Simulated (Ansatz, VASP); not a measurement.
# SiBN: VASP beside Ansatz

```xyz
3
Lattice="3.3002 0.0000 0.0000 0.0000 3.3002 0.0000 0.0000 0.0000 3.5374" Properties=species:S:1:pos:R:3 pbc="T T T"
Si    1.6501    1.6501    1.7687
B     1.6501    1.6501    0.0000
N     0.0000    0.0000    1.7687
```

Alike in both runs: task single point; functional PBE; k mesh 6 × 6 × 6; occupations gaussian, width 0.1 eV; no spin polarisation.

|  | VASP | Ansatz |
| --- | --- | --- |
| version | VASP 6.6.1 | Ansatz 0.2.0 |
| potentials or method | VASP PAW PBE potentials, release 64 (Si, B, N), cutoff 520 eV | scalar-relativistic, plane waves, PAW |
| valence electrons in the cell | 12 | 12 |

```tsv
	VASP	Ansatz	Ansatz less VASP
gap on the k mesh at the Fermi level (eV)	none	none	-
pressure (GPa)	-2.7	-2.6	+0.16
traceless stress, the component that is largest in VASP (GPa)	55.94	56.18	+0.240
```

A gap of «none» marks a metal or a gap that the smearing closes. With one functional, cell and mesh, what is left measures potentials, basis and numerics.
